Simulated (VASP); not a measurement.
# Si3Ni (Pm-3n) in VASP: further runs

The runs below take Si3Ni through single point, relaxation of cell and atoms, with PBE.

All numbers are computed with VASP 6.6.1; they aren't measurements. Logs are shortened: lines on timing, memory, paths and dates and some standing lists are left out, and cuts for length are marked.

### 1 The cell of the first run

Symmetry: Pm-3n, No. 223, cubic system. Conventional cell: a = 4.731 Å, b = 4.731 Å, c = 4.731 Å, α = 90.00°, β = 90.00°, γ = 90.00°. Within 3.1 Å of Si (site symmetry -4m2) lie 10 Si at 2.37 to 2.90 Å and 4 Ni at 2.64 Å. Ni (site symmetry m-3) has 12 Si at 2.64 Å within 3.5 Å.

### 2 Single point, PBE

INCAR reads:

```
SYSTEM = Si3Ni
PREC = Accurate
ENCUT = 520
EDIFF = 1E-7
ISMEAR = 0
SIGMA = 0.1
LREAL = .False.
LASPH = .True.
NELM = 60
ALGO = Normal
ISIF = 2
LWAVE = .False.
LCHARG = .True.
GGA = PE
LELF = .True.
LVHAR = .True.
NBANDS = 32
```

KPOINTS reads:

```
Automatic mesh
0
Gamma
  8 8 8
  0 0 0
```

POSCAR reads:

```
Si3Ni
1.0
    4.7311941302      0.0000000000      0.0000000000
    0.0000000000      4.7311941302      0.0000000000
    0.0000000000      0.0000000000      4.7311941302
Si Ni
6 2
Direct
    0.2500000000      0.0000000000      0.5000000000
    0.5000000000      0.7500000000      0.0000000000
    0.7500000000      0.0000000000      0.5000000000
    0.5000000000      0.2500000000      0.0000000000
    0.0000000000      0.5000000000      0.7500000000
    0.0000000000      0.5000000000      0.2500000000
    0.0000000000      0.0000000000      0.0000000000
    0.5000000000      0.5000000000      0.5000000000
```

Potentials or basis: VASP PAW PBE potentials, release 64 (Si, Ni).

On the command line:

```sh
$ cat potpaw_PBE.64/Si/POTCAR potpaw_PBE.64/Ni/POTCAR > POTCAR
$ mpirun -np 1 vasp_std > vasp.out
```

OUTCAR:

```text
SYSTEM = Si3Ni
   PREC = Accurate
   ENCUT = 520
   EDIFF = 1E-7
   ISMEAR = 0
   LREAL = .False.
   LASPH = .True.
   NELM = 60
   ISIF = 2
   GGA = PE

 ion  position               nearest neighbor table
   1  0.250  0.000  0.500-   3 2.37   3 2.37   8 2.64   7 2.64   8 2.64   7 2.64   4 2.90   2 2.90
                             4 2.90   5 2.90   5 2.90   6 2.90   6 2.90   2 2.90
   2  0.500  0.750  0.000-   4 2.37   4 2.37   8 2.64   8 2.64   7 2.64   7 2.64   1 2.90   1 2.90
                             3 2.90   5 2.90   6 2.90   5 2.90   6 2.90   3 2.90
   3  0.750  0.000  0.500-   1 2.37   1 2.37   8 2.64   7 2.64   8 2.64   7 2.64   4 2.90   2 2.90
                             4 2.90   5 2.90   5 2.90   6 2.90   6 2.90   2 2.90
   4  0.500  0.250  0.000-   2 2.37   2 2.37   8 2.64   8 2.64   7 2.64   7 2.64   3 2.90   1 2.90
                             3 2.90   5 2.90   6 2.90   5 2.90   6 2.90   1 2.90
   5  0.000  0.500  0.750-   6 2.37   6 2.37   8 2.64   7 2.64   7 2.64   8 2.64   3 2.90   4 2.90
                             1 2.90   3 2.90   1 2.90   2 2.90   4 2.90   2 2.90
   6  0.000  0.500  0.250-   5 2.37   5 2.37   8 2.64   7 2.64   7 2.64   8 2.64   3 2.90   4 2.90
                             1 2.90   3 2.90   1 2.90   2 2.90   4 2.90   2 2.90
   7  0.000  0.000  0.000-   1 2.64   2 2.64   3 2.64   4 2.64   5 2.64   6 2.64   1 2.64   3 2.64
                             5 2.64   6 2.64   2 2.64   4 2.64
   8  0.500  0.500  0.500-   1 2.64   2 2.64   3 2.64   4 2.64   5 2.64   6 2.64   2 2.64   4 2.64
                             1 2.64   3 2.64   5 2.64   6 2.64

  LATTYP: Found a simple cubic cell.
 ALAT       =     4.7311941302

  Lattice vectors:

 A1 = (   4.7311941302,   0.0000000000,   0.0000000000)
 A2 = (   0.0000000000,   4.7311941302,   0.0000000000)
 A3 = (   0.0000000000,   0.0000000000,   4.7311941302)

Analysis of symmetry for initial positions (statically):
=====================================================================
 Subroutine PRICEL returns:
 Original cell was already a primitive cell.

 Routine SETGRP: Setting up the symmetry group for a
 simple cubic supercell.

 Subroutine GETGRP returns: Found 48 space group operations
 (whereof 24 operations were pure point group operations)
 out of a pool of 48 trial point group operations.

The static configuration has the point symmetry T_h .
 The point group associated with its full space group is O_h .

Analysis of symmetry for dynamics (positions and initial velocities):
=====================================================================
 Subroutine PRICEL returns:
 Original cell was already a primitive cell.

 Routine SETGRP: Setting up the symmetry group for a
 simple cubic supercell.

 Subroutine GETGRP returns: Found 48 space group operations
 (whereof 24 operations were pure point group operations)
 out of a pool of 48 trial point group operations.

The dynamic configuration has the point symmetry T_h .
 The point group associated with its full space group is O_h .

 Subroutine INISYM returns: Found 48 space group operations
 (whereof 24 operations are pure point group operations),
 and found     1 'primitive' translations

----------------------------------------------------------------------------------------

                                     Primitive cell

  volume of cell :     105.9040

  direct lattice vectors                    reciprocal lattice vectors
     4.731194130  0.000000000  0.000000000     0.211363130  0.000000000  0.000000000
     0.000000000  4.731194130  0.000000000     0.000000000  0.211363130  0.000000000
     0.000000000  0.000000000  4.731194130     0.000000000  0.000000000  0.211363130

  length of vectors
     4.731194130  4.731194130  4.731194130     0.211363130  0.211363130  0.211363130

  position of ions in fractional coordinates (direct lattice)
     0.250000000  0.000000000  0.500000000
     0.500000000  0.750000000  0.000000000
     0.750000000  0.000000000  0.500000000
     0.500000000  0.250000000  0.000000000
     0.000000000  0.500000000  0.750000000
     0.000000000  0.500000000  0.250000000
     0.000000000  0.000000000  0.000000000
     0.500000000  0.500000000  0.500000000

  ion indices of the primitive-cell ions
   primitive index   ion index
                 1           1
                 2           2
                 3           3
                 4           4
                 5           5
                 6           6
                 7           7
                 8           8

----------------------------------------------------------------------------------------

 KPOINTS: Automatic mesh

Automatic generation of k-mesh.
 Grid dimensions read from file:
 generate k-points for:    8    8    8

 Generating k-lattice:

  Cartesian coordinates                     Fractional coordinates (reciprocal lattice)
     0.026420391  0.000000000  0.000000000     0.125000000  0.000000000  0.000000000
     0.000000000  0.026420391  0.000000000     0.000000000  0.125000000  0.000000000
     0.000000000  0.000000000  0.026420391     0.000000000  0.000000000  0.125000000

  Length of vectors
     0.026420391  0.026420391  0.026420391

  Shift w.r.t. Gamma in fractional coordinates (k-lattice)
     0.000000000  0.000000000  0.000000000

 Subroutine IBZKPT returns following result:
 ===========================================

 Found     35 irreducible k-points:

 Following reciprocal coordinates:
            Coordinates               Weight
  0.000000  0.000000  0.000000      1.000000
  0.125000  0.000000  0.000000      6.000000
  0.250000  0.000000  0.000000      6.000000
  0.375000  0.000000  0.000000      6.000000
  0.500000  0.000000  0.000000      3.000000
  0.125000  0.125000  0.000000     12.000000
[... 16 lines left out ...]
  0.375000  0.375000  0.125000     24.000000
  0.500000  0.375000  0.125000     24.000000
 [... further k-points ...]
   k-points           NKPTS =     35   k-points in BZ     NKDIM =     35   number of bands    NBANDS=     32
   number of dos      NEDOS =    301   number of ions     NIONS =      8
   total plane-waves  NPLWV =  46656
   dimension x,y,z NGX =    36 NGY =   36 NGZ =   36
   dimension x,y,z NGXF=    72 NGYF=   72 NGZF=   72
   ions per type =               6   2
   NGX,Y,Z   is equivalent  to a cutoff of  12.65, 12.65, 12.65 a.u.
   NGXF,Y,Z  is equivalent  to a cutoff of  25.30, 25.30, 25.30 a.u.
 SYSTEM =  Si3Ni
   PREC   = accura    normal or accurate (medium, high low for compatibility)
   ISTART =      0    job   : 0-new  1-cont  2-samecut
   ICHARG =      2    charge: 1-file 2-atom 10-const
   ISPIN  =      1    spin polarized calculation?
   LNONCOLLINEAR =      F non collinear calculations
   LSORBIT =      F    spin-orbit coupling
   LASPH  =      T    aspherical Exc in radial PAW
   ENCUT  =  520.0 eV  38.22 Ry    6.18 a.u.   8.80  8.80  8.80*2*pi/ulx,y,z
   NELM   =     60;   NELMIN=  2; NELMDL= -5     # of ELM steps
   EDIFF  = 0.1E-06   stopping-criterion for ELM
   LREAL  =      F    real-space projection
   EDIFFG = 0.1E-05   stopping-criterion for IOM
   NSW    =      0    number of steps for IOM
   IBRION =     -1    ionic relax: 0-MD 1-quasi-New 2-CG
   NFREE  =      0    steps in history (QN), initial steepest desc. (CG)
   ISIF   =      2    stress and relaxation
   ISYM   =      2    0-nonsym 1-usesym 2-fastsym
   POTIM  = 0.5000    time-step for ionic-motion
   TEBEG  =    0.0;   TEEND  =   0.0 temperature during run
   PSTRESS=    0.0 pullay stress
   NELECT =      44.0000    total number of electrons
   NUPDOWN=      -1.0000    fix difference up-down
   EMIN   =  10.00;   EMAX   =-10.00  energy-range for DOS
   EFERMI =   0.00;   METHOD = LEGACY
   ISMEAR =     0;   SIGMA  =   0.10  broadening in eV -4-tet -1-fermi 0-gaus
   EFERMI_NEDOS =   21; number of points for ismear=-14 and -15
   IALGO  =     38    algorithm
   IMIX   =      4    mixing-type and parameters
     AMIX     =   0.40;   BMIX     =  1.00
     AMIX_MAG =   1.60;   BMIX_MAG =  1.00
  volume/ion in A,a.u.               =      13.24        89.33
  Fermi-wavevector in a.u.,A,eV,Ry     =   1.221579  2.308450 20.303371  1.492256
  Thomas-Fermi vector in A             =   2.356756
   LORBIT       =      0    0 simple, 1 ext, 2 COOP (PROOUT), +10 PAW based schemes
   GGA     = PE    functional components
   LHFCALC =     F    Hartree Fock is set to
   AEXX    =    0.0000 exact exchange contribution
   IVDW    =     0    specifies the selected vdW correction
   LEPSILON=     F    determine dielectric tensor
   LRPA    =     F    only Hartree local field effects (RPA)
 non-spin polarized calculation
 Gauss-broadening in eV      SIGMA  =   0.10
  energy-cutoff  :      520.00
  volume of cell :      105.90
 maximum number of plane-waves:      2897
 NGX is ok and might be reduce to    36
   NGX = 17   NGY = 17   NGZ = 17

 number of electron      43.9999977 magnetization

 Free energy of the ion-electron system (eV)
  ---------------------------------------------------
  ext. energy  EPLUGINS =         0.00000000
  ---------------------------------------------------
  free energy    TOTEN  =       -41.33957346 eV

  energy without entropy =      -41.32414957  energy(sigma->0) =      -41.33186151

 E-fermi :  10.5513     XC(G=0): -11.7032

 val. band max:       10.5501589664   @ k =   0.3750   0.2500   0.1250
 cond. band min:      10.6272671150   @ k =   0.3750   0.3750   0.3750
 fundamental gap:      0.0771081485
 Fermi energy:        10.5513329350

 k-point     1 :       0.0000    0.0000    0.0000
  band No.  band energies     occupation
      1      -3.6413      2.00000
      2       1.1841      2.00000
      3       1.1841      2.00000
      4       3.2743      2.00000
      5       3.2743      2.00000
      6       3.2743      2.00000
[... 24 lines left out ...]
     31      15.7329      0.00000
     32      15.7329      0.00000
[... 774 lines left out ...]
      2      -1.1653      2.00000
      3       0.5208      2.00000
      4       0.5260      2.00000
      5       3.4755      2.00000
      6       3.4800      2.00000
[... 24 lines left out ...]
     31      15.2482      0.00000
     32      15.3955      0.00000

 [... further k-points ...]

------------------------ aborting loop because EDIFF is reached ----------------------------------------

  FORCE on cell =-STRESS in cart. coord.  units (eV):
  Direction    XX          YY          ZZ          XY          YZ          ZX
  --------------------------------------------------------------------------------------
  -------------------------------------------------------------------------------------
  Total        0.0074314      0.0074314      0.0074314      0.0000000     -0.0000000      0.0000000
  in kB        0.1124269      0.1124269      0.1124269      0.0000000     -0.0000000      0.0000000
  external PRESSURE =       0.1124269 kB  Pullay stress =       0.0000000 kB

 VOLUME and BASIS-vectors are now :
 -----------------------------------------------------------------------------
  energy-cutoff  :      520.00
  volume of cell :      105.90
      direct lattice vectors                 reciprocal lattice vectors
     4.731194130  0.000000000  0.000000000     0.211363130  0.000000000  0.000000000
     0.000000000  4.731194130  0.000000000     0.000000000  0.211363130  0.000000000
     0.000000000  0.000000000  4.731194130     0.000000000  0.000000000  0.211363130

 POSITION                                       TOTAL-FORCE (eV/Angst)
 -----------------------------------------------------------------------------------
      1.18280      0.00000      2.36560         0.000000     -0.000000     -0.000000
      2.36560      3.54840      0.00000        -0.000000      0.000000     -0.000000
      3.54840      0.00000      2.36560        -0.000000      0.000000      0.000000
      2.36560      1.18280      0.00000         0.000000      0.000000      0.000000
      0.00000      2.36560      3.54840         0.000000     -0.000000     -0.000000
      0.00000      2.36560      1.18280        -0.000000      0.000000      0.000000
      0.00000      0.00000      0.00000        -0.000000      0.000000      0.000000
      2.36560      2.36560      2.36560        -0.000000      0.000000      0.000000
 -----------------------------------------------------------------------------------
    total drift:                                0.000000      0.000000      0.000000

  FREE ENERGIE OF THE ION-ELECTRON SYSTEM (eV)
  ---------------------------------------------------
  free  energy   TOTEN  =       -41.3395734572 eV

  energy  without entropy=      -41.3241495706  energy(sigma->0) =      -41.33186151
```

Wall time 58 s (1 thread of Intel Xeon 6975P-C (Granite Rapids), shared host); peak memory 0.25 GiB.

What came out:

| Item | Value |
| --- | --- |
| Free energy | -41.3396 eV |
| Pressure | 0.0 GPa |
| Band gap on the k mesh | zero (band 22 reaches 12.81 eV, above the bottom of band 23 at 9.68 eV) |

Levels at points of the mesh, in eV from the Fermi level:
```
           k point  band 20  band 21  band 22  band 23  band 24  band 25
(0.00, 0.00, 0.00)    -1.34    -0.90    -0.90    -0.32    -0.32    -0.32
(0.50, 0.00, 0.00)    -1.40     0.69     0.69     0.78     0.78     0.81
(0.50, 0.50, 0.00)    -0.82    -0.65    -0.50     0.91     0.97     2.33
(0.50, 0.50, 0.50)     2.26     2.26     2.26     2.26     2.26     2.69
```

Spin polarisation is off, so any magnetic state and its effect on volume and gap are missing.

### 3 Single point, PBE, collinear spin, ferromagnetic start

This run uses another cell than the first one, of 13.07 Å³/atom, 0.987 times its volume.

INCAR reads:

```
PREC = Accurate
ENCUT = 520
EDIFF = 1E-6
ISMEAR = 0
SIGMA = 0.1
LREAL = F
LASPH = T
NELM = 150
ALGO = Normal
ISIF = 2
LWAVE = F
LCHARG = F
ISPIN = 2
MAGMOM = 0 0 0 0 0 0 2 2
LORBIT = 11
LMAXMIX = 4
GGA = PE
NBANDS = 36
```

KPOINTS reads:

```
Automatic mesh
0
Gamma
  4 4 4
```

Edit POSCAR of step 2 so:

```diff
@@ -2,5 +2,5 @@
 1.0
-    4.7311941302      0.0000000000      0.0000000000
-    0.0000000000      4.7311941302      0.0000000000
-    0.0000000000      0.0000000000      4.7311941302
+    4.7112211500      0.0000000000      0.0000000000
+    0.0000000000      4.7112211500      0.0000000000
+    0.0000000000      0.0000000000      4.7112211500
 Si Ni
```

Potentials or basis: VASP PAW PBE potentials, release 64 (Si, Ni).

On the command line:

```sh
$ cat potpaw_PBE.64/Si/POTCAR potpaw_PBE.64/Ni/POTCAR > POTCAR
$ mpirun -np 1 vasp_std > vasp.out
```

It took 40 s on 1 thread of Intel Xeon 6975P-C (Granite Rapids), shared host; peak memory 0.26 GiB.

The run converged. Its results:

```yaml
Free_energy: -41.5123 eV
Pressure: 1.3 GPa
Band_gap_on_the_k_mesh: zero (filled and empty bands overlap)
Net_moment: 0.01 μB per cell
Valence_electrons_inside_the_program's_atomic_spheres: Si 1.57; Ni 9.31
```

Levels at points of the mesh, in eV from the Fermi level:
Spin up:
| k point | band 18 | band 19 | band 20 | band 21 | band 22 | band 23 | band 24 | band 25 | band 26 | band 27 |
| --- | --- | --- | --- | --- | --- | --- | --- | --- | --- | --- |
| (0.00, 0.00, 0.00) | -1.70 | -1.28 | -1.28 | -0.81 | -0.81 | -0.21 | -0.21 | -0.21 | 1.57 | 1.57 |
| (0.50, 0.00, 0.00) | -1.87 | -1.34 | -1.34 | 0.82 | 0.82 | 0.90 | 0.90 | 0.99 | 0.99 | 2.18 |
| (0.50, 0.50, 0.00) | -2.17 | -0.73 | -0.73 | -0.57 | -0.39 | 1.07 | 1.10 | 2.50 | 2.50 | 2.67 |
| (0.50, 0.50, 0.50) | -2.27 | 2.41 | 2.41 | 2.41 | 2.41 | 2.41 | 2.41 | 2.87 | 2.87 | 2.87 |
Spin down:
```csv
k point,band 18,band 19,band 20,band 21,band 22,band 23,band 24,band 25,band 26,band 27
"(0.00, 0.00, 0.00)",-1.70,-1.27,-1.27,-0.81,-0.81,-0.21,-0.21,-0.21,1.57,1.57
"(0.50, 0.00, 0.00)",-1.87,-1.34,-1.34,0.82,0.82,0.90,0.90,0.99,0.99,2.18
"(0.50, 0.50, 0.00)",-2.16,-0.73,-0.73,-0.57,-0.39,1.07,1.10,2.50,2.50,2.67
"(0.50, 0.50, 0.50)",-2.27,2.41,2.41,2.41,2.41,2.41,2.41,2.87,2.87,2.87
```

Caveat: the starting moments collapsed, and a magnetic state may lie lower.

### 4 Relaxation of cell and atoms, PBE

This run uses another cell than the first one, of 13.07 Å³/atom, 0.987 times its volume.

INCAR reads:

```
SYSTEM = Si3Ni
  PREC = Accurate
  ENCUT = 600
  EDIFF = 1E-6
  ISMEAR = 0
  SIGMA = 0.1
  LREAL = .False.
  LASPH = .True.
  NELM = 100
  ALGO = Normal
  ISIF = 3
  LWAVE = .False.
  LCHARG = .False.
  GGA = PE
  IBRION = 2
  NSW = 100
  EDIFFG = -0.01
```

KPOINTS reads:

```
Automatic mesh
0
Gamma
  8 8 8
  0 0 0
```

POSCAR is that of step 3.

On the command line:

```sh
$ cat potpaw_PBE.64/Si/POTCAR potpaw_PBE.64/Ni/POTCAR > POTCAR
$ mpirun -np 1 vasp_std > vasp.out
```

Wall time 2.4 min (1 thread of Intel Xeon 6975P-C (Granite Rapids), shared host); peak memory 0.29 GiB.

Results (log left out):

```yaml
Free_energy: -41.3392 eV
Relaxed_volume: 13.24 Å³/atom
Relaxed_cell: a = 4.732 Å, b = 4.732 Å, c = 4.732 Å, α = 90.00°, β = 90.00°, γ = 90.00°
Space_group_after_relaxing_to_0.05_Å: Pm-3n (No. 223)
Energy_gained_by_relaxing: 0.7 meV/atom
Ionic_steps: 3
Pressure_after_relaxing: 0.0 GPa
Band_gap_on_the_k_mesh: zero (band 22 reaches 12.81 eV, above the bottom of band 23 at 9.68 eV)
```

Step by step:
| step | energy change (eV) | largest force (eV/Å) | pressure (GPa) | volume (Å³) |
| --- | --- | --- | --- | --- |
| 1 | 0.0000 | 0.0000 | 1.38 | 104.57 |
| 2 | -0.0053 | 0.0000 | -0.31 | 106.28 |
| 3 | -0.0057 | 0.0000 | 0.00 | 105.92 |

Final structure:
```cif
data_structure
_symmetry_space_group_name_H-M 'P 1'
_symmetry_Int_Tables_number 1
_cell_length_a 4.7315
_cell_length_b 4.7315
_cell_length_c 4.7315
_cell_angle_alpha 90.000
_cell_angle_beta 90.000
_cell_angle_gamma 90.000
_cell_volume 105.92
loop_
_atom_site_label
_atom_site_type_symbol
_atom_site_fract_x
_atom_site_fract_y
_atom_site_fract_z
_atom_site_occupancy
Si1 Si 0.25000 0.00000 0.50000 1
Si2 Si 0.50000 0.75000 0.00000 1
Si3 Si 0.75000 0.00000 0.50000 1
Si4 Si 0.50000 0.25000 0.00000 1
Si5 Si 0.00000 0.50000 0.75000 1
Si6 Si 0.00000 0.50000 0.25000 1
Ni1 Ni 0.00000 0.00000 0.00000 1
Ni2 Ni 0.50000 0.50000 0.50000 1
```

Levels at points of the mesh, in eV from the Fermi level:
```tsv
k point	band 20	band 21	band 22	band 23	band 24	band 25
(0.00, 0.00, 0.00)	-1.34	-0.90	-0.90	-0.32	-0.32	-0.32
(0.50, 0.00, 0.00)	-1.40	0.69	0.69	0.78	0.78	0.81
(0.50, 0.50, 0.00)	-0.82	-0.65	-0.50	0.91	0.97	2.33
(0.50, 0.50, 0.50)	2.26	2.26	2.26	2.26	2.26	2.69
```

Spin polarisation is off, so any magnetic state and its effect on volume and gap are missing.
